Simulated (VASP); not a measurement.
# CdTe (I-4m2) in VASP: G0W0 quasiparticle levels with PBE

Aim: the G0W0 quasiparticle levels of CdTe with PBE.

Everything below comes from runs of VASP 6.6.1. Logs are shortened: lines on timing, memory, paths and dates and some standing lists are left out, and cuts for length are marked.

### 1 The cell of the first run

Symmetry: I-4m2, No. 119, tetragonal system. The conventional cell has a = 4.870 Å, b = 4.870 Å, c = 6.090 Å, α = 90.00°, β = 90.00°, γ = 90.00°. Cd (site symmetry -4m2) has 4 Te at 2.87 Å within 3.8 Å. Te (site symmetry -4m2) has 4 Cd at 2.87 Å within 3.8 Å.

### 2 G0W0 quasiparticle levels, PBE

Input file POSCAR:

```
CdTe
1.0
    0.0000000000      3.4439528717      3.0450158540
    3.4439528717      0.0000000000      3.0450158540
    3.4439528717      3.4439528717      0.0000000000
Cd Te
1 1
Direct
    0.0000000000      0.0000000000      0.0000000000
    0.2500000000      0.2500000000      0.2500000000
```

Input file INCAR.step1:

```
PREC     = Accurate       # precision mode
ENCUT    = 500            # plane-wave cutoff, eV
EDIFF    = 1E-8           # SCF threshold, eV
ISMEAR   = 0              # smearing method
SIGMA    = 0.01           # smearing width, eV
LREAL    = False          # projectors in reciprocal space
LASPH    = True           # aspherical terms in the spheres
NELM     = 100            # most SCF steps
ALGO     = Normal         # electronic algorithm
LWAVE    = True           # write WAVECAR
LCHARG   = False          # write CHGCAR
GGA      = PE             # functional
```

Input file INCAR.step2:

```
PREC     = Accurate       # precision mode
ENCUT    = 500            # plane-wave cutoff, eV
EDIFF    = 1E-8           # SCF threshold, eV
ISMEAR   = 0              # smearing method
SIGMA    = 0.01           # smearing width, eV
LREAL    = False          # projectors in reciprocal space
LASPH    = True           # aspherical terms in the spheres
NELM     = 1              # most SCF steps
ALGO     = Exact          # electronic algorithm
LWAVE    = True           # write WAVECAR
LCHARG   = False          # write CHGCAR
GGA      = PE             # functional
NBANDS   = 310            # bands
LOPTICS  = True           # frequency-dependent dielectric function
ISTART   = 1
```

Input file INCAR.step3:

```
PREC     = Accurate       # precision mode
ENCUT    = 500            # plane-wave cutoff, eV
EDIFF    = 1E-8           # SCF threshold, eV
ISMEAR   = 0              # smearing method
SIGMA    = 0.01           # smearing width, eV
LREAL    = False          # projectors in reciprocal space
LASPH    = True           # aspherical terms in the spheres
ALGO     = EVGW0          # electronic algorithm
LWAVE    = False          # write WAVECAR
LCHARG   = False          # write CHGCAR
GGA      = PE             # functional
NELMGW   = 1            
NBANDS   = 310            # bands
ENCUTGW  = 150.0          # cutoff of the response function
NOMEGA   = 96             # frequency points
PRECFOCK = Fast         
ISTART   = 1            
NBANDSGW = 17           
OMEGAMAX = 20
```

Input file KPOINTS:

```
Automatic mesh
0
Gamma
  4 4 4
```

Potentials or basis: VASP PAW PBE potentials, release 64 (Cd_GW, Te_GW).

Command:

```console
cat potpaw_PBE.64/Cd_GW/POTCAR potpaw_PBE.64/Te_GW/POTCAR > POTCAR
cp INCAR.step1 INCAR
mpirun -np 1 vasp_std > vasp.out
cp INCAR.step2 INCAR
mpirun -np 1 vasp_std > vasp.out
cp INCAR.step3 INCAR
mpirun -np 1 vasp_std > vasp.out
```

OUTCAR:

```text
PREC = Accurate
   ENCUT = 500
   EDIFF = 1E-8
   ISMEAR = 0
   LREAL = False
   LASPH = True
   GGA = PE
   NELMGW = 1
   ENCUTGW = 150.0
   PRECFOCK = Fast
   ISTART = 1

 ion  position               nearest neighbor table
   1  0.000  0.000  0.000-   2 2.87   2 2.87   2 2.87   2 2.87
   2  0.250  0.250  0.250-   1 2.87   1 2.87   1 2.87   1 2.87

  LATTYP: Found a body centered tetragonal cell.
 ALAT       =     4.8704848593
 C/A-ratio  =     1.2503953680

  Lattice vectors:

 A1 = (   0.0000000000,  -3.4439528717,  -3.0450158540)
 A2 = (   0.0000000000,   3.4439528717,  -3.0450158540)
 A3 = (   3.4439528717,   0.0000000000,   3.0450158540)

Analysis of symmetry for initial positions (statically):
=====================================================================
 Subroutine PRICEL returns:
 Original cell was already a primitive cell.

 Routine SETGRP: Setting up the symmetry group for a
 body centered tetragonal supercell.

 Subroutine GETGRP returns: Found  8 space group operations
 (whereof  8 operations were pure point group operations)
 out of a pool of 16 trial point group operations.

The static configuration has the point symmetry D_2d.

Analysis of symmetry for dynamics (positions and initial velocities):
=====================================================================
 Subroutine PRICEL returns:
 Original cell was already a primitive cell.

 Routine SETGRP: Setting up the symmetry group for a
 body centered tetragonal supercell.

 Subroutine GETGRP returns: Found  8 space group operations
 (whereof  8 operations were pure point group operations)
 out of a pool of 16 trial point group operations.

The dynamic configuration has the point symmetry D_2d.

 Subroutine INISYM returns: Found  8 space group operations
 (whereof  8 operations are pure point group operations),
 and found     1 'primitive' translations

----------------------------------------------------------------------------------------

                                     Primitive cell

  volume of cell :      72.2327

  direct lattice vectors                    reciprocal lattice vectors
     0.000000000  3.443952872  3.045015854    -0.145182010  0.145182010  0.164202758
     3.443952872  0.000000000  3.045015854     0.145182010 -0.145182010  0.164202758
     3.443952872  3.443952872  0.000000000     0.145182010  0.145182010 -0.164202758

  length of vectors
     4.597056986  4.597056986  4.870484859     0.262903362  0.262903362  0.262903362

  position of ions in fractional coordinates (direct lattice)
     0.000000000  0.000000000  0.000000000
     0.250000000  0.250000000  0.250000000

  ion indices of the primitive-cell ions
   primitive index   ion index
                 1           1
                 2           2

----------------------------------------------------------------------------------------

 KPOINTS: Automatic mesh

Automatic generation of k-mesh.
 Grid dimensions read from file:
 generate k-points for:    4    4    4

 Generating k-lattice:

  Cartesian coordinates                     Fractional coordinates (reciprocal lattice)
    -0.036295502  0.036295502  0.041050689     0.250000000  0.000000000  0.000000000
     0.036295502 -0.036295502  0.041050689     0.000000000  0.250000000  0.000000000
     0.036295502  0.036295502 -0.041050689     0.000000000  0.000000000  0.250000000

  Length of vectors
     0.065725840  0.065725840  0.065725840

  Shift w.r.t. Gamma in fractional coordinates (k-lattice)
     0.000000000  0.000000000  0.000000000

 Subroutine IBZKPT returns following result:
 ===========================================

 Found     13 irreducible k-points:

 Following reciprocal coordinates:
            Coordinates               Weight
  0.000000  0.000000  0.000000      1.000000
  0.250000  0.000000  0.000000      8.000000
  0.500000  0.000000  0.000000      4.000000
  0.250000  0.250000  0.000000      2.000000
  0.500000  0.250000  0.000000      8.000000
 -0.250000  0.250000  0.000000      4.000000
  0.500000  0.500000  0.000000      1.000000
  0.250000  0.000000  0.250000      4.000000
  0.500000  0.000000  0.250000     16.000000
 -0.250000  0.000000  0.250000      8.000000
 -0.250000  0.500000  0.250000      4.000000
  0.500000  0.000000  0.500000      2.000000
 -0.250000  0.250000  0.500000      2.000000
   k-points           NKPTS =     13   k-points in BZ     NKDIM =     64   number of bands    NBANDS=    310
   number of dos      NEDOS =    301   number of ions     NIONS =      2
   total plane-waves  NPLWV =  46656
   dimension x,y,z NGX =    36 NGY =   36 NGZ =   36
   dimension x,y,z NGXF=    72 NGYF=   72 NGZF=   72
   ions per type =               1   1
   NGX,Y,Z   is equivalent  to a cutoff of  13.02, 13.02, 12.29 a.u.
   NGXF,Y,Z  is equivalent  to a cutoff of  26.04, 26.04, 24.58 a.u.
 SYSTEM =  unknown system
   PREC   = accura    normal or accurate (medium, high low for compatibility)
   ISTART =      1    job   : 0-new  1-cont  2-samecut
   ICHARG =      0    charge: 1-file 2-atom 10-const
   ISPIN  =      1    spin polarized calculation?
   LNONCOLLINEAR =      F non collinear calculations
   LSORBIT =      F    spin-orbit coupling
   LASPH  =      T    aspherical Exc in radial PAW
   ENCUT  =  500.0 eV  36.75 Ry    6.06 a.u.   8.38  8.38  8.88*2*pi/ulx,y,z
   NELM   =     60;   NELMIN=  2; NELMDL=  0     # of ELM steps
   EDIFF  = 0.1E-07   stopping-criterion for ELM
   LREAL  =      F    real-space projection
   EDIFFG = 0.1E-06   stopping-criterion for IOM
   NSW    =      0    number of steps for IOM
   IBRION =     -1    ionic relax: 0-MD 1-quasi-New 2-CG
   NFREE  =      0    steps in history (QN), initial steepest desc. (CG)
   ISIF   =      0    stress and relaxation
   ISYM   =      3    0-nonsym 1-usesym 2-fastsym
   POTIM  = 0.5000    time-step for ionic-motion
   TEBEG  =    0.0;   TEEND  =   0.0 temperature during run
   PSTRESS=    0.0 pullay stress
   NELECT =      18.0000    total number of electrons
   NUPDOWN=      -1.0000    fix difference up-down
   EMIN   =  10.00;   EMAX   =-10.00  energy-range for DOS
   EFERMI =   0.00;   METHOD = LEGACY
   ISMEAR =     0;   SIGMA  =   0.01  broadening in eV -4-tet -1-fermi 0-gaus
   EFERMI_NEDOS =   21; number of points for ismear=-14 and -15
   IALGO  =     38    algorithm
   IMIX   =      4    mixing-type and parameters
     AMIX     =   0.40;   BMIX     =  1.00
     AMIX_MAG =   1.60;   BMIX_MAG =  1.00
  volume/ion in A,a.u.               =      36.12       243.73
  Fermi-wavevector in a.u.,A,eV,Ry     =   1.030199  1.946793 14.439992  1.061309
  Thomas-Fermi vector in A             =   2.164285
   LORBIT       =      0    0 simple, 1 ext, 2 COOP (PROOUT), +10 PAW based schemes
   GGA     = PE    functional components
   LHFCALC =     T    Hartree Fock is set to
   PRECFOCK=fast      Normal, Fast or Accurate (Low or Medium for compatibility)
   ENCUT4O =  -1.0   cutoff for four orbital integrals eV
   NKREDX  =     1    reduce k-point grid by
   NKREDY  =     1    reduce k-point grid by
   NKREDZ  =     1    reduce k-point grid by
   AEXX    =    1.0000 exact exchange contribution
   HFSCREEN=    0.0000 screening length (either q_TF or 0.3 A-1)
   HFSCREENC=   0.0000 screening length for correlation (either q_TF or 0.3 A-1)
   ENCUTFOCK=  -1.0 apply spherical cutoff to Coloumb kernel
   IVDW    =     0    specifies the selected vdW correction
   LEPSILON=     F    determine dielectric tensor
   LRPA    =     F    only Hartree local field effects (RPA)
   LRPAFORCE           =     F    calculate RPA forces
   ENCUTGW             = 150.0    cutoff for response function in eV
   ENCUTGWSOFT         = 120.0    soft cutoff for Coulomb kernel in GW response function in eV
   ENCUTLF             =  -1.0    cutoff for local field effects
   NELMGW              =     1    number of iterations in solving QP/BSE equation
   NELMHF              =     1    number of iterations in the inner HF iteration
   NKREDLFX            =     1    NKREDLFY  =   1   NKREDLFZ  =   1
 non-spin polarized calculation
 Gauss-broadening in eV      SIGMA  =   0.01
  energy-cutoff  :      500.00
  volume of cell :       72.23
 maximum number of plane-waves:      1864
 NGX is ok and might be reduce to    36
  NGX = 18; NGY = 18; NGZ = 20
   NGX = 17   NGY = 17   NGZ = 17
 maximum number of plane-waves:       308

 QP shifts <psi_nk| G(iteration)W_0 |psi_nk>: iteration 1
 for sc-GW calculations column KS-energies equals QP-energies in previous step
 and V_xc(KS)=  KS-energies - (<T + V_ion + V_H > + <T+V_H+V_ion>^1  + <V_x>^1)

 k-point   1 :       0.0000    0.0000    0.0000
  band No.  KS-energies  QP-energies   sigma(KS)   V_xc(KS)     V^pw_x(r,r')   Z            occupation Imag(sigma)

      1      -8.0620      -8.4126     -11.4668     -10.8879     -17.1404       0.6057       2.0000       0.8578
      2      -5.3754      -7.0193     -17.7409     -15.2672     -23.0022       0.6646       2.0000       0.2128
      3      -5.3754      -7.0193     -17.7409     -15.2672     -23.0022       0.6646       2.0000       0.2128
      4      -5.3504      -6.9906     -17.7754     -15.3069     -23.0678       0.6644       2.0000       0.2209
      5      -5.1649      -6.8488     -18.0014     -15.4721     -23.2018       0.6657       2.0000       0.1681
      6      -5.1532      -6.8533     -18.0532     -15.5056     -23.2421       0.6673       2.0000       0.1670
[... 9 lines left out ...]
     16      12.2269      11.9675      -6.8411      -6.4810      -1.8792       0.7203       0.0000      -0.2808
     17      12.2269      11.9675      -6.8411      -6.4810      -1.8792       0.7203       0.0000      -0.2808

 k-point   2 :       0.2500    0.0000    0.0000
  band No.  KS-energies  QP-energies   sigma(KS)   V_xc(KS)     V^pw_x(r,r')   Z            occupation Imag(sigma)

      1      -7.8846      -8.2845     -11.8339     -11.1854     -17.4143       0.6167       2.0000       0.8290
      2      -5.3488      -6.9957     -17.7800     -15.3006     -23.0375       0.6642       2.0000       0.2100
      3      -5.3305      -6.9764     -17.8101     -15.3334     -23.0872       0.6645       2.0000       0.2143
      4      -5.2113      -6.8442     -17.6993     -15.2497     -22.9102       0.6666       2.0000       0.2128
      5      -5.1577      -6.8429     -18.0141     -15.4850     -23.2185       0.6664       2.0000       0.1684
      6      -5.1403      -6.8063     -17.8730     -15.3778     -23.0604       0.6677       2.0000       0.1880
[... 9 lines left out ...]
     16      11.9359      11.8008      -7.7681      -7.5814      -2.8241       0.7237       0.0000      -0.2726
     17      13.4913      13.3298      -7.7375      -7.5143      -2.3744       0.7232       0.0000      -0.3973

 k-point   3 :       0.5000    0.0000    0.0000
  band No.  KS-energies  QP-energies   sigma(KS)   V_xc(KS)     V^pw_x(r,r')   Z            occupation Imag(sigma)
[... 190 lines left out ...]
      1      -7.6155      -8.1254     -12.5549     -11.7595     -18.0100       0.6410       2.0000       0.7687
      2      -5.2658      -6.9270     -17.9416     -15.4523     -23.2257       0.6674       2.0000       0.2100
      3      -5.2260      -6.8935     -17.8073     -15.3020     -23.0008       0.6656       2.0000       0.1815
      4      -5.2130      -6.8911     -18.0405     -15.5241     -23.2933       0.6669       2.0000       0.1944
      5      -5.1441      -6.8392     -18.0682     -15.5281     -23.2722       0.6673       2.0000       0.1664
      6      -4.7968      -6.3037     -17.2683     -15.0286     -22.3239       0.6728       2.0000       0.2438
[... 9 lines left out ...]
     16      14.1459      14.0414      -8.4918      -8.3467      -3.1523       0.7198       0.0000      -0.4365
     17      15.0786      15.1417      -9.5473      -9.6356      -3.9741       0.7147       0.0000      -0.5532

 k-point  13 :      -0.2500    0.2500    0.5000
  band No.  KS-energies  QP-energies   sigma(KS)   V_xc(KS)     V^pw_x(r,r')   Z            occupation Imag(sigma)

      1      -7.6173      -8.1184     -12.5610     -11.7701     -18.0301       0.6336       2.0000       0.7556
      2      -5.2885      -6.9385     -17.8455     -15.3690     -23.1171       0.6663       2.0000       0.2119
      3      -5.2506      -6.9291     -17.9759     -15.4592     -23.2246       0.6669       2.0000       0.1944
      4      -5.1747      -6.8569     -17.9807     -15.4559     -23.1917       0.6663       2.0000       0.1745
      5      -5.1621      -6.8582     -18.0483     -15.5037     -23.2472       0.6665       2.0000       0.1663
      6      -4.7144      -6.2196     -17.4161     -15.1800     -22.4673       0.6731       2.0000       0.2400
[... 9 lines left out ...]
     16      13.1257      13.1721      -8.5783      -8.6426      -3.3196       0.7217       0.0000      -0.3736
     17      13.6850      13.4990      -7.8782      -7.6240      -2.6666       0.7317       0.0000      -0.4412
```

Run time: 14 min. Hardware: 1 thread of AMD EPYC 9R45 (Zen 5), shared host; peak memory 1.3 GiB.

What came out:

```
Quasiparticle gap                                   : 0.95 eV
Least direct quasiparticle gap                      : 0.95 eV
Band gap of the starting levels on the mesh         : 0.33 eV
Least direct gap of the starting levels on the mesh : 0.33 eV
```

Caveat: the k points lie up to 0.41 Å⁻¹ apart; bands, screening cutoff and mesh are small and nothing is extrapolated, so the quasiparticle values aren't converged; spin-orbit coupling is left out, which moves the levels of the heavy elements.
